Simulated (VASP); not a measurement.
# Cu (Fm-3m) in VASP: a series of runs, part 3 of 3

VASP 6.6.1. Earlier steps stand in the parts before.

### Step 6. Single point, PBEsol

The input, INCAR:

```
SYSTEM = Cu
PREC = Accurate ; ENCUT = 520
EDIFF = 1E-6 ; ISMEAR = -1
SIGMA = 0.06 ; LREAL = .FALSE.
LASPH = .TRUE. ; NELM = 80
ALGO = Normal ; ISIF = 2
LWAVE = .FALSE. ; LCHARG = .FALSE.
GGA = PS ; NBANDS = 12
```

The input, KPOINTS:

```
regular mesh
0
G
  12 12 12
  0 0 0
```

The input, POSCAR:

```
Cu
1.0
    0.0000000000      1.7547400000      1.7547400000
    1.7547400000      0.0000000000      1.7547400000
    1.7547400000      1.7547400000      0.0000000000
Cu
1
Direct
    0.0000000000      0.0000000000      0.0000000000
```

Potentials or basis: VASP PAW PBE potentials, release 64 (Cu).

The run is started by

```console
> cat potpaw_PBE.64/Cu/POTCAR > POTCAR
> mpirun -np 1 vasp_std > vasp.out
```

OUTCAR:

```text
SYSTEM = Cu
   PREC = Accurate
   ENCUT = 520
   EDIFF = 1E-6
   ISMEAR = -1
   LREAL = .FALSE.
   LASPH = .TRUE.
   NELM = 80
   ISIF = 2
   GGA = PS

 ion  position               nearest neighbor table
   1  0.000  0.000  0.000-

  LATTYP: Found a face centered cubic cell.
 ALAT       =     3.5094800000

  Lattice vectors:

 A1 = (   0.0000000000,   1.7547400000,   1.7547400000)
 A2 = (   1.7547400000,   0.0000000000,   1.7547400000)
 A3 = (   1.7547400000,   1.7547400000,   0.0000000000)

Analysis of symmetry for initial positions (statically):
=====================================================================
 Subroutine PRICEL returns:
 Original cell was already a primitive cell.

 Routine SETGRP: Setting up the symmetry group for a
 face centered cubic supercell.

 Subroutine GETGRP returns: Found 48 space group operations
 (whereof 48 operations were pure point group operations)
 out of a pool of 48 trial point group operations.

The static configuration has the point symmetry O_h .

Analysis of symmetry for dynamics (positions and initial velocities):
=====================================================================
 Subroutine PRICEL returns:
 Original cell was already a primitive cell.

 Routine SETGRP: Setting up the symmetry group for a
 face centered cubic supercell.

 Subroutine GETGRP returns: Found 48 space group operations
 (whereof 48 operations were pure point group operations)
 out of a pool of 48 trial point group operations.

The dynamic configuration has the point symmetry O_h .

 Subroutine INISYM returns: Found 48 space group operations
 (whereof 48 operations are pure point group operations),
 and found     1 'primitive' translations

----------------------------------------------------------------------------------------

                                     Primitive cell

  volume of cell :      10.8061

  direct lattice vectors                    reciprocal lattice vectors
     0.000000000  1.754740000  1.754740000    -0.284942499  0.284942499  0.284942499
     1.754740000  0.000000000  1.754740000     0.284942499 -0.284942499  0.284942499
     1.754740000  1.754740000  0.000000000     0.284942499  0.284942499 -0.284942499

  length of vectors
     2.481577106  2.481577106  2.481577106     0.493534885  0.493534885  0.493534885

  position of ions in fractional coordinates (direct lattice)
     0.000000000  0.000000000  0.000000000

  ion indices of the primitive-cell ions
   primitive index   ion index
                 1           1

----------------------------------------------------------------------------------------

 KPOINTS: regular mesh

Automatic generation of k-mesh.
 Grid dimensions read from file:
 generate k-points for:   12   12   12

 Generating k-lattice:

  Cartesian coordinates                     Fractional coordinates (reciprocal lattice)
    -0.023745208  0.023745208  0.023745208     0.083333333  0.000000000  0.000000000
     0.023745208 -0.023745208  0.023745208     0.000000000  0.083333333  0.000000000
     0.023745208  0.023745208 -0.023745208     0.000000000  0.000000000  0.083333333

  Length of vectors
     0.041127907  0.041127907  0.041127907

  Shift w.r.t. Gamma in fractional coordinates (k-lattice)
     0.000000000  0.000000000  0.000000000

 Subroutine IBZKPT returns following result:
 ===========================================

 Found     72 irreducible k-points:

 Following reciprocal coordinates:
            Coordinates               Weight
  0.000000  0.000000  0.000000      1.000000
  0.083333  0.000000  0.000000      8.000000
  0.166667  0.000000  0.000000      8.000000
  0.250000  0.000000  0.000000      8.000000
  0.333333  0.000000  0.000000      8.000000
  0.416667  0.000000  0.000000      8.000000
[... 16 lines left out ...]
  0.500000  0.166667  0.000000     24.000000
 -0.416667  0.166667  0.000000     24.000000
 [... further k-points ...]
   k-points           NKPTS =     72   k-points in BZ     NKDIM =     72   number of bands    NBANDS=     12
   number of dos      NEDOS =    301   number of ions     NIONS =      1
   total plane-waves  NPLWV =   5832
   dimension x,y,z NGX =    18 NGY =   18 NGZ =   18
   dimension x,y,z NGXF=    36 NGYF=   36 NGZF=   36
   ions per type =               1
   NGX,Y,Z   is equivalent  to a cutoff of  12.06, 12.06, 12.06 a.u.
   NGXF,Y,Z  is equivalent  to a cutoff of  24.12, 24.12, 24.12 a.u.
 SYSTEM =  Cu
   PREC   = accura    normal or accurate (medium, high low for compatibility)
   ISTART =      0    job   : 0-new  1-cont  2-samecut
   ICHARG =      2    charge: 1-file 2-atom 10-const
   ISPIN  =      1    spin polarized calculation?
   LNONCOLLINEAR =      F non collinear calculations
   LSORBIT =      F    spin-orbit coupling
   LASPH  =      T    aspherical Exc in radial PAW
   ENCUT  =  520.0 eV  38.22 Ry    6.18 a.u.   4.61  4.61  4.61*2*pi/ulx,y,z
   NELM   =     80;   NELMIN=  2; NELMDL= -5     # of ELM steps
   EDIFF  = 0.1E-05   stopping-criterion for ELM
   LREAL  =      F    real-space projection
   EDIFFG = 0.1E-04   stopping-criterion for IOM
   NSW    =      0    number of steps for IOM
   IBRION =     -1    ionic relax: 0-MD 1-quasi-New 2-CG
   NFREE  =      0    steps in history (QN), initial steepest desc. (CG)
   ISIF   =      2    stress and relaxation
   ISYM   =      2    0-nonsym 1-usesym 2-fastsym
   POTIM  = 0.5000    time-step for ionic-motion
   TEBEG  =    0.0;   TEEND  =   0.0 temperature during run
   PSTRESS=    0.0 pullay stress
   NELECT =      11.0000    total number of electrons
   NUPDOWN=      -1.0000    fix difference up-down
   EMIN   =  10.00;   EMAX   =-10.00  energy-range for DOS
   EFERMI =   0.00;   METHOD = LEGACY
   ISMEAR =    -1;   SIGMA  =   0.06  broadening in eV -4-tet -1-fermi 0-gaus
   EFERMI_NEDOS =   21; number of points for ismear=-14 and -15
   IALGO  =     38    algorithm
   IMIX   =      4    mixing-type and parameters
     AMIX     =   0.40;   BMIX     =  1.00
     AMIX_MAG =   1.60;   BMIX_MAG =  1.00
  volume/ion in A,a.u.               =      10.81        72.92
  Fermi-wavevector in a.u.,A,eV,Ry     =   1.646833  3.112064 36.899812  2.712060
  Thomas-Fermi vector in A             =   2.736394
   LORBIT       =      0    0 simple, 1 ext, 2 COOP (PROOUT), +10 PAW based schemes
   GGA     = PS    functional components
   LHFCALC =     F    Hartree Fock is set to
   AEXX    =    0.0000 exact exchange contribution
   IVDW    =     0    specifies the selected vdW correction
   LEPSILON=     F    determine dielectric tensor
   LRPA    =     F    only Hartree local field effects (RPA)
 non-spin polarized calculation
  energy-cutoff  :      520.00
  volume of cell :       10.81
 maximum number of plane-waves:       303
   NGX =  9   NGY =  9   NGZ =  9

 number of electron      10.9999993 magnetization

 Free energy of the ion-electron system (eV)
  ---------------------------------------------------
  ext. energy  EPLUGINS =         0.00000000
  ---------------------------------------------------
  free energy    TOTEN  =        -4.29140383 eV

  energy without entropy =       -4.28782570  energy(sigma->0) =       -4.28961476

 E-fermi :   8.4937     XC(G=0): -13.4359

 val. band max:        8.3315516075   @ k =  -0.2500   0.2500   0.0833
 cond. band min:       8.5112065945   @ k =   0.5000   0.3333   0.1667
 fundamental gap:      0.1796549870
 Fermi energy:         8.4937234281

 k-point     1 :       0.0000    0.0000    0.0000
  band No.  band energies     occupation
      1      -1.5388      2.00000
      2       5.2314      2.00000
      3       5.2314      2.00000
      4       5.2314      2.00000
      5       6.1861      2.00000
      6       6.1861      2.00000
      7      31.8403      0.00000
      8      35.1576      0.00000
      9      35.1576      0.00000
     10      35.1576      0.00000
     11      37.7390      0.00000
     12      37.7390      0.00000
[... 331 lines left out ...]
 k-point    24 :      -0.4167    0.1667    0.0000
  band No.  band energies     occupation
      1       3.4581      2.00000
      2       4.8089      2.00000
      3       5.3873      2.00000
      4       5.5248      2.00000
      5       6.7222      2.00000
      6       9.5539      0.00000
      7      13.2991      0.00000
      8      24.1200      0.00000
      9      28.8320      0.00000
     10      30.3263      0.00000
     11      39.2903      0.00000
     12      40.0225      0.00000

 [... further k-points ...]

------------------------ aborting loop because EDIFF is reached ----------------------------------------

  FORCE on cell =-STRESS in cart. coord.  units (eV):
  Direction    XX          YY          ZZ          XY          YZ          ZX
  --------------------------------------------------------------------------------------
  -------------------------------------------------------------------------------------
  Total        0.6300234      0.6300234      0.6300234     -0.0000000      0.0000000     -0.0000000
  in kB       93.4111906     93.4111906     93.4111906     -0.0000000      0.0000000     -0.0000000
  external PRESSURE =      93.4111906 kB  Pullay stress =       0.0000000 kB

 VOLUME and BASIS-vectors are now :
 -----------------------------------------------------------------------------
  energy-cutoff  :      520.00
  volume of cell :       10.81
      direct lattice vectors                 reciprocal lattice vectors
     0.000000000  1.754740000  1.754740000    -0.284942499  0.284942499  0.284942499
     1.754740000  0.000000000  1.754740000     0.284942499 -0.284942499  0.284942499
     1.754740000  1.754740000  0.000000000     0.284942499  0.284942499 -0.284942499

 POSITION                                       TOTAL-FORCE (eV/Angst)
 -----------------------------------------------------------------------------------
      0.00000      0.00000      0.00000        -0.000000     -0.000000      0.000000
 -----------------------------------------------------------------------------------
    total drift:                                0.000000     -0.000000      0.000000

  FREE ENERGIE OF THE ION-ELECTRON SYSTEM (eV)
  ---------------------------------------------------
  free  energy   TOTEN  =        -4.2914038325 eV

  energy  without entropy=       -4.2878256970  energy(sigma->0) =       -4.28961476
```

OSZICAR:

```text
N       E                     dE             d eps       ncg     rms          rms(c)
DAV:   1     0.419566500780E+02    0.41957E+02   -0.54894E+03  1928   0.163E+03
DAV:   2    -0.417581577045E+01   -0.46132E+02   -0.42347E+02  1768   0.207E+02
DAV:   3    -0.539507853092E+01   -0.12193E+01   -0.12144E+01  2008   0.393E+01
DAV:   4    -0.540192533223E+01   -0.68468E-02   -0.68458E-02  1984   0.260E+00
DAV:   5    -0.540198402746E+01   -0.58695E-04   -0.58694E-04  2028   0.244E-01    0.846E+00
DAV:   6    -0.467302857483E+01    0.72896E+00   -0.16021E+01  2056   0.775E+01    0.380E+00
DAV:   7    -0.430852395160E+01    0.36450E+00   -0.22905E+00  2056   0.291E+01    0.666E-01
DAV:   8    -0.429267623956E+01    0.15848E-01   -0.57489E-03  2208   0.847E-01    0.261E-01
DAV:   9    -0.429139310393E+01    0.12831E-02   -0.63367E-03  2204   0.137E+00    0.186E-02
DAV:  10    -0.429140341848E+01   -0.10315E-04   -0.20845E-05  2052   0.646E-02    0.710E-03
DAV:  11    -0.429140383253E+01   -0.41404E-06   -0.10380E-06  1424   0.211E-02
   1 F= -.42914038E+01 E0= -.42896148E+01  d E =-.357814E-02
```

It took 13 s on 1 thread of AMD EPYC 7R13, shared host; peak memory 0.09 GiB.

Results:

```yaml
Free_energy: -4.2914 eV
Pressure: 9.3 GPa
```

Caveat: the PAW data sets were made with another functional, which shifts forces and pressure a little.

### Step 7. Summary

| level | potentials or basis | gap on the mesh (eV) | pressure (GPa) |
| --- | --- | --- | --- |
| LDA | VASP PAW LDA potentials, release 64 (Cu) | none | 2.2 |
| PBE | VASP PAW PBE potentials, release 64 (Cu) | none | 18.8 |
| PBEsol | VASP PAW PBE potentials, release 64 (Cu) | none | 9.3 |

Alike in all rows: task single point; no spin polarisation; cell as given; k mesh 12 × 12 × 12; cutoff (eV) 520; smearing fermi-dirac 0.06 eV.

Caveats: the PAW data sets were made with another functional, which shifts forces and pressure a little (some runs).

Absolute energies hang on the potentials; compare differences alone.
